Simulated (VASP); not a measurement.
# GaN (Fm-3m) in VASP: G0W0 quasiparticle levels with PBE

Aim: the G0W0 quasiparticle levels of GaN with PBE.

Everything below comes from runs of VASP 6.6.1. Logs are shortened: lines on timing, memory, paths and dates and some standing lists are left out, and cuts for length are marked.

## (1) The cell of the first run

The structure is cubic, space group Fm-3m (No. 225). Conventional cell: a = 4.133 Å, b = 4.133 Å, c = 4.133 Å, α = 90.00°, β = 90.00°, γ = 90.00°. Ga (site symmetry m-3m) has 6 N at 2.07 Å within 2.7 Å. Within 2.7 Å of N (site symmetry m-3m) lie 6 Ga at 2.07 Å.

## (2) G0W0 quasiparticle levels, PBE

Contents of POSCAR:

```
GaN
1.0
    0.0000000000      2.0663449315      2.0663449315
    2.0663449315      0.0000000000      2.0663449315
    2.0663449315      2.0663449315      0.0000000000
Ga N
1 1
Direct
    0.0000000000      0.0000000000      0.0000000000
    0.5000000000      0.5000000000      0.5000000000
```

Contents of INCAR.step1:

```
SYSTEM = GaN
PREC     = Accurate       ! precision mode
ENCUT    = 500            ! plane-wave cutoff, eV
EDIFF    = 1E-8           ! SCF threshold, eV
ISMEAR   = 0              ! smearing method
SIGMA    = 0.01           ! smearing width, eV
LREAL    = .FALSE.        ! projectors in reciprocal space
LASPH    = .TRUE.         ! aspherical terms in the spheres
NELM     = 60             ! most SCF steps
ALGO     = Normal         ! electronic algorithm
LWAVE    = .TRUE.         ! write WAVECAR
LCHARG   = .FALSE.        ! write CHGCAR
GGA      = PE             ! functional
```

Contents of INCAR.step2:

```
SYSTEM = GaN
PREC     = Accurate       ! precision mode
ENCUT    = 500            ! plane-wave cutoff, eV
EDIFF    = 1E-8           ! SCF threshold, eV
ISMEAR   = 0              ! smearing method
SIGMA    = 0.01           ! smearing width, eV
LREAL    = .FALSE.        ! projectors in reciprocal space
LASPH    = .TRUE.         ! aspherical terms in the spheres
NELM     = 1              ! most SCF steps
ALGO     = Exact          ! electronic algorithm
LWAVE    = .TRUE.         ! write WAVECAR
LCHARG   = .FALSE.        ! write CHGCAR
GGA      = PE             ! functional
NBANDS   = 82             ! bands
LOPTICS  = .TRUE.         ! frequency-dependent dielectric function
ISTART   = 1
```

Contents of INCAR.step3:

```
SYSTEM = GaN
PREC     = Accurate       ! precision mode
ENCUT    = 500            ! plane-wave cutoff, eV
EDIFF    = 1E-8           ! SCF threshold, eV
ISMEAR   = 0              ! smearing method
SIGMA    = 0.01           ! smearing width, eV
LREAL    = .FALSE.        ! projectors in reciprocal space
LASPH    = .TRUE.         ! aspherical terms in the spheres
ALGO     = EVGW0          ! electronic algorithm
LWAVE    = .FALSE.        ! write WAVECAR
LCHARG   = .FALSE.        ! write CHGCAR
GGA      = PE             ! functional
NELMGW   = 1            
NBANDS   = 82             ! bands
ENCUTGW  = 150.0          ! cutoff of the response function
NOMEGA   = 48             ! frequency points
PRECFOCK = Fast         
ISTART   = 1            
NBANDSGW = 17
```

Contents of KPOINTS:

```
Automatic mesh
0
G
  6 6 6
  0 0 0
```

Potentials or basis: VASP PAW PBE potentials, release 64 (Ga_d_GW, N_GW).

On the command line:

```bash
> cat potpaw_PBE.64/Ga_d_GW/POTCAR potpaw_PBE.64/N_GW/POTCAR > POTCAR
> cp INCAR.step1 INCAR
> mpirun -np 1 vasp_std > vasp.out
> cp INCAR.step2 INCAR
> mpirun -np 1 vasp_std > vasp.out
> cp INCAR.step3 INCAR
> mpirun -np 1 vasp_std > vasp.out
```

OUTCAR:

```text
SYSTEM = GaN
   PREC = Accurate
   ENCUT = 500
   EDIFF = 1E-8
   ISMEAR = 0
   LREAL = .FALSE.
   LASPH = .TRUE.
   GGA = PE
   NELMGW = 1
   ENCUTGW = 150.0
   PRECFOCK = Fast
   ISTART = 1

 ion  position               nearest neighbor table
   1  0.000  0.000  0.000-   2 2.07   2 2.07   2 2.07   2 2.07   2 2.07   2 2.07
   2  0.500  0.500  0.500-   1 2.07   1 2.07   1 2.07   1 2.07   1 2.07   1 2.07

  LATTYP: Found a face centered cubic cell.
 ALAT       =     4.1326898630

  Lattice vectors:

 A1 = (   0.0000000000,   2.0663449315,   2.0663449315)
 A2 = (   2.0663449315,   0.0000000000,   2.0663449315)
 A3 = (   2.0663449315,   2.0663449315,   0.0000000000)

Analysis of symmetry for initial positions (statically):
=====================================================================
 Subroutine PRICEL returns:
 Original cell was already a primitive cell.

 Routine SETGRP: Setting up the symmetry group for a
 face centered cubic supercell.

 Subroutine GETGRP returns: Found 48 space group operations
 (whereof 48 operations were pure point group operations)
 out of a pool of 48 trial point group operations.

The static configuration has the point symmetry O_h .

Analysis of symmetry for dynamics (positions and initial velocities):
=====================================================================
 Subroutine PRICEL returns:
 Original cell was already a primitive cell.

 Routine SETGRP: Setting up the symmetry group for a
 face centered cubic supercell.

 Subroutine GETGRP returns: Found 48 space group operations
 (whereof 48 operations were pure point group operations)
 out of a pool of 48 trial point group operations.

The dynamic configuration has the point symmetry O_h .

 Subroutine INISYM returns: Found 48 space group operations
 (whereof 48 operations are pure point group operations),
 and found     1 'primitive' translations

----------------------------------------------------------------------------------------

                                     Primitive cell

  volume of cell :      17.6457

  direct lattice vectors                    reciprocal lattice vectors
     0.000000000  2.066344932  2.066344932    -0.241973154  0.241973154  0.241973154
     2.066344932  0.000000000  2.066344932     0.241973154 -0.241973154  0.241973154
     2.066344932  2.066344932  0.000000000     0.241973154  0.241973154 -0.241973154

  length of vectors
     2.922253027  2.922253027  2.922253027     0.419109797  0.419109797  0.419109797

  position of ions in fractional coordinates (direct lattice)
[... 8 lines left out ...]
----------------------------------------------------------------------------------------

 KPOINTS: Automatic mesh

Automatic generation of k-mesh.
 Grid dimensions read from file:
 generate k-points for:    6    6    6

 Generating k-lattice:

  Cartesian coordinates                     Fractional coordinates (reciprocal lattice)
    -0.040328859  0.040328859  0.040328859     0.166666667  0.000000000  0.000000000
     0.040328859 -0.040328859  0.040328859     0.000000000  0.166666667  0.000000000
     0.040328859  0.040328859 -0.040328859     0.000000000  0.000000000  0.166666667

  Length of vectors
     0.069851633  0.069851633  0.069851633

  Shift w.r.t. Gamma in fractional coordinates (k-lattice)
     0.000000000  0.000000000  0.000000000

 Subroutine IBZKPT returns following result:
 ===========================================

 Found     16 irreducible k-points:

 Following reciprocal coordinates:
            Coordinates               Weight
  0.000000  0.000000  0.000000      1.000000
  0.166667  0.000000  0.000000      8.000000
  0.333333  0.000000  0.000000      8.000000
  0.500000  0.000000  0.000000      4.000000
  0.166667  0.166667  0.000000      6.000000
  0.333333  0.166667  0.000000     24.000000
[... 8 lines left out ...]
 -0.333333  0.333333  0.166667     24.000000
 -0.333333  0.500000  0.166667     12.000000
   k-points           NKPTS =     16   k-points in BZ     NKDIM =    216   number of bands    NBANDS=     82
   number of dos      NEDOS =    301   number of ions     NIONS =      2
   total plane-waves  NPLWV =  13824
   dimension x,y,z NGX =    24 NGY =   24 NGZ =   24
   dimension x,y,z NGXF=    48 NGYF=   48 NGZF=   48
   ions per type =               1   1
   NGX,Y,Z   is equivalent  to a cutoff of  13.65, 13.65, 13.65 a.u.
   NGXF,Y,Z  is equivalent  to a cutoff of  27.31, 27.31, 27.31 a.u.
 SYSTEM =  GaN
   PREC   = accura    normal or accurate (medium, high low for compatibility)
   ISTART =      1    job   : 0-new  1-cont  2-samecut
   ICHARG =      0    charge: 1-file 2-atom 10-const
   ISPIN  =      1    spin polarized calculation?
   LNONCOLLINEAR =      F non collinear calculations
   LSORBIT =      F    spin-orbit coupling
   LASPH  =      T    aspherical Exc in radial PAW
   ENCUT  =  500.0 eV  36.75 Ry    6.06 a.u.   5.33  5.33  5.33*2*pi/ulx,y,z
   NELM   =     60;   NELMIN=  2; NELMDL=  0     # of ELM steps
   EDIFF  = 0.1E-07   stopping-criterion for ELM
   LREAL  =      F    real-space projection
   EDIFFG = 0.1E-06   stopping-criterion for IOM
   NSW    =      0    number of steps for IOM
   IBRION =     -1    ionic relax: 0-MD 1-quasi-New 2-CG
   NFREE  =      0    steps in history (QN), initial steepest desc. (CG)
   ISIF   =      0    stress and relaxation
   ISYM   =      3    0-nonsym 1-usesym 2-fastsym
   POTIM  = 0.5000    time-step for ionic-motion
   TEBEG  =    0.0;   TEEND  =   0.0 temperature during run
   PSTRESS=    0.0 pullay stress
   NELECT =      18.0000    total number of electrons
   NUPDOWN=      -1.0000    fix difference up-down
   EMIN   =  10.00;   EMAX   =-10.00  energy-range for DOS
   EFERMI =   0.00;   METHOD = LEGACY
   ISMEAR =     0;   SIGMA  =   0.01  broadening in eV -4-tet -1-fermi 0-gaus
   EFERMI_NEDOS =   21; number of points for ismear=-14 and -15
   IALGO  =     38    algorithm
   IMIX   =      4    mixing-type and parameters
     AMIX     =   0.40;   BMIX     =  1.00
     AMIX_MAG =   1.60;   BMIX_MAG =  1.00
  volume/ion in A,a.u.               =       8.82        59.54
  Fermi-wavevector in a.u.,A,eV,Ry     =   1.647983  3.114237 36.951375  2.715849
  Thomas-Fermi vector in A             =   2.737350
   LORBIT       =      0    0 simple, 1 ext, 2 COOP (PROOUT), +10 PAW based schemes
   GGA     = PE    functional components
   LHFCALC =     T    Hartree Fock is set to
   PRECFOCK=fast      Normal, Fast or Accurate (Low or Medium for compatibility)
   ENCUT4O =  -1.0   cutoff for four orbital integrals eV
   NKREDX  =     1    reduce k-point grid by
   NKREDY  =     1    reduce k-point grid by
   NKREDZ  =     1    reduce k-point grid by
   AEXX    =    1.0000 exact exchange contribution
   HFSCREEN=    0.0000 screening length (either q_TF or 0.3 A-1)
   HFSCREENC=   0.0000 screening length for correlation (either q_TF or 0.3 A-1)
   ENCUTFOCK=  -1.0 apply spherical cutoff to Coloumb kernel
   IVDW    =     0    specifies the selected vdW correction
   LEPSILON=     F    determine dielectric tensor
   LRPA    =     F    only Hartree local field effects (RPA)
   LRPAFORCE           =     F    calculate RPA forces
   ENCUTGW             = 150.0    cutoff for response function in eV
   ENCUTGWSOFT         = 120.0    soft cutoff for Coulomb kernel in GW response function in eV
   ENCUTLF             =  -1.0    cutoff for local field effects
   NELMGW              =     1    number of iterations in solving QP/BSE equation
   NELMHF              =     1    number of iterations in the inner HF iteration
   NKREDLFX            =     1    NKREDLFY  =   1   NKREDLFZ  =   1
 non-spin polarized calculation
 Gauss-broadening in eV      SIGMA  =   0.01
  energy-cutoff  :      500.00
  volume of cell :       17.65
 maximum number of plane-waves:       464
 NGX is ok and might be reduce to    24
  NGX = 14; NGY = 14; NGZ = 14
   NGX = 11   NGY = 11   NGZ = 11
 maximum number of plane-waves:        80
 NGX is ok and might be reduce to    14

 QP shifts <psi_nk| G(iteration)W_0 |psi_nk>: iteration 1
 for sc-GW calculations column KS-energies equals QP-energies in previous step
 and V_xc(KS)=  KS-energies - (<T + V_ion + V_H > + <T+V_H+V_ion>^1  + <V_x>^1)

 k-point   1 :       0.0000    0.0000    0.0000
  band No.  KS-energies  QP-energies   sigma(KS)   V_xc(KS)     V^pw_x(r,r')   Z            occupation Imag(sigma)

      1      -9.4615     -10.5232     -16.1671     -14.6527     -24.6642       0.7010       2.0000       1.3559
      2      -5.5273      -8.4235     -25.5166     -21.6223     -34.9435       0.7437       2.0000       0.1742
      3      -5.5273      -8.4235     -25.5166     -21.6223     -34.9435       0.7437       2.0000       0.1742
      4      -5.5273      -8.4235     -25.5166     -21.6223     -34.9435       0.7437       2.0000       0.1742
      5      -5.4146      -8.3648     -25.8138     -21.8500     -35.4790       0.7443       2.0000       0.2278
      6      -5.4146      -8.3648     -25.8138     -21.8500     -35.4790       0.7443       2.0000       0.2278
[... 9 lines left out ...]
     16      25.3436      26.1060     -11.9672     -12.9543      -4.5640       0.7723       0.0000      -0.4985
     17      25.3436      26.1060     -11.9672     -12.9543      -4.5640       0.7723       0.0000      -0.4985

 k-point   2 :       0.1667    0.0000    0.0000
  band No.  KS-energies  QP-energies   sigma(KS)   V_xc(KS)     V^pw_x(r,r')   Z            occupation Imag(sigma)

      1      -8.8913      -9.9319     -16.2883     -14.8047     -24.6777       0.7014       2.0000       1.2960
      2      -5.5550      -8.4382     -25.4233     -21.5469     -34.8339       0.7438       2.0000       0.1799
      3      -5.5273      -8.4295     -25.5577     -21.6534     -35.0753       0.7433       2.0000       0.2012
      4      -5.5273      -8.4295     -25.5577     -21.6534     -35.0753       0.7433       2.0000       0.2012
      5      -5.4270      -8.3549     -25.7270     -21.7928     -35.3044       0.7442       2.0000       0.2072
      6      -5.4270      -8.3549     -25.7270     -21.7928     -35.3044       0.7442       2.0000       0.2072
[... 9 lines left out ...]
     16      25.5738      26.1613     -12.0140     -12.7476      -5.8549       0.8009       0.0000      -0.3250
     17      30.7868      31.2521     -10.7654     -11.3443      -3.7995       0.8038       0.0000      -0.6577

 k-point   3 :       0.3333    0.0000    0.0000
  band No.  KS-energies  QP-energies   sigma(KS)   V_xc(KS)     V^pw_x(r,r')   Z            occupation Imag(sigma)
[... 253 lines left out ...]
      1      -7.0705      -9.0397     -21.6932     -18.9438     -30.8635       0.7162       2.0000       0.6563
      2      -5.6273      -8.4666     -25.1729     -21.3465     -34.6045       0.7420       2.0000       0.2201
      3      -5.5155      -8.3959     -25.4817     -21.6024     -35.0417       0.7425       2.0000       0.2286
      4      -5.5057      -8.3705     -25.3423     -21.4912     -34.7270       0.7439       2.0000       0.1889
      5      -5.2337      -8.1650     -25.8772     -21.9494     -35.3701       0.7463       2.0000       0.1736
      6      -3.3627      -5.2046     -22.1852     -19.7147     -30.6150       0.7456       2.0000       0.5452
[... 9 lines left out ...]
     16      35.3233      36.0809     -11.1970     -12.1242      -3.8214       0.8171       0.0000      -1.0767
     17      37.0068      37.9607     -11.8359     -12.9875      -4.6254       0.8283       0.0000      -1.1298

 k-point  16 :      -0.3333    0.5000    0.1667
  band No.  KS-energies  QP-energies   sigma(KS)   V_xc(KS)     V^pw_x(r,r')   Z            occupation Imag(sigma)

      1      -7.3247      -9.3124     -21.7696     -18.9809     -31.0225       0.7128       2.0000       0.6454
      2      -5.6524      -8.5122     -25.2085     -21.3593     -34.5735       0.7430       2.0000       0.1849
      3      -5.4444      -8.3540     -25.6783     -21.7610     -35.3434       0.7428       2.0000       0.2436
      4      -5.3819      -8.2698     -25.5510     -21.6709     -34.9745       0.7443       2.0000       0.1836
      5      -5.1912      -8.1289     -25.9280     -21.9975     -35.4259       0.7474       2.0000       0.1715
      6      -2.5387      -4.3337     -22.6387     -20.2399     -31.0213       0.7483       2.0000       0.5119
[... 9 lines left out ...]
     16      37.0219      38.1604     -13.4384     -14.8044      -6.1095       0.8334       0.0000      -1.4265
     17      38.9875      40.1329     -13.3644     -14.7540      -5.1334       0.8243       0.0000      -1.7711
```

Wall time 4.9 min (1 thread of Intel Xeon 6975P-C (Granite Rapids), shared host); peak memory 0.35 GiB.

What came out:

- Band gap on the k mesh, mean-field level: 1.02 eV, indirect (least direct gap 3.63 eV)
- Quasiparticle gap: 2.04 eV
- Least direct quasiparticle gap: 4.79 eV

Levels at points of the mesh, in eV from the valence-band top:
```csv
k point,band 5,band 6,band 7,band 8,band 9,band 10,band 11,band 12,band 13
"(0.00, 0.00, 0.00)",-13.96,-13.96,-0.59,-0.59,-0.59,3.04,15.00,15.00,15.00
"(0.50, 0.00, 0.00)",-13.80,-13.80,-8.63,-0.17,-0.17,4.98,9.48,9.48,10.33
"(0.50, 0.50, 0.00)",-13.73,-10.88,-7.67,-3.31,-3.31,1.02,7.87,12.62,15.40
```

Caveat: the k points lie up to 0.44 Å⁻¹ apart; bands, screening cutoff and mesh are small and nothing is extrapolated, so the quasiparticle values aren't converged.
